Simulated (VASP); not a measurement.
**PtSe2: single point with PBEsol**

PtSe2:

```
Pt Se
1.0
     3.78463    0.00000    0.00000
    -1.89231    3.27758    0.00000
     0.00000    0.00000    5.59999
Pt Se
1 2
Cartesian
  0.0000 0.0000 0.0000
  0.0000 2.1851 1.2645
  1.8923 1.0925 4.3355
```

This cell differs from its parent crystal: strained.

- Program: VASP 6.6.1
- Task: single point
- Functional: PBEsol
- Potentials or basis: VASP PAW PBE potentials, release 64 (Pt, Se)
- Cutoff: 520 eV
- k mesh: 15 × 15 × 8
- Occupations: gaussian, width 0.1 eV
- Spin: no spin polarisation

The pressure is -3.1 GPa, the largest force is 0.076 eV/Å and the band gap on the k mesh is 0.11 eV (least direct gap 0.42 eV).

Forces in eV/Å, atoms in the order of the input:
```
Pt   0.000  0.000  0.000
Se   0.000  0.000 -0.076
Se   0.000  0.000  0.076
```

Stress tensor (GPa, compression positive):
```
-3.80  0.00  0.00
 0.00 -3.80  0.00
 0.00  0.00 -1.75
```

Levels at points of the mesh, in eV from the valence-band top:
| k point | band 7 | band 8 | band 9 | band 10 | band 11 | band 12 | band 13 | band 14 | band 15 | band 16 |
| --- | --- | --- | --- | --- | --- | --- | --- | --- | --- | --- |
| (0.00, 0.00, 0.00) | -3.64 | -2.18 | -0.88 | -0.88 | -0.04 | 1.92 | 1.92 | 3.77 | 4.21 | 7.37 |
| (0.00, 0.00, 0.50) | -3.65 | -2.32 | -1.62 | -1.04 | -1.04 | 2.25 | 2.25 | 4.72 | 5.66 | 7.07 |

Run time: 79 s on 1 thread of Intel(R) Xeon(R) 6975P-C (Granite Rapids), with other jobs on the host, peak memory 0.36 GiB.

Caveat: the cell differs from its parent crystal (strained); the cell stands under tension; the PAW data sets were made with another functional, which shifts forces and pressure a little; spin-orbit coupling is left out, which moves the levels of the heavy elements; an odd mesh through Γ misses points on the zone boundary, where band edges can lie; this functional lacks dispersion, which binds the layers, so the pressure and a relaxed spacing across them are unreliable.
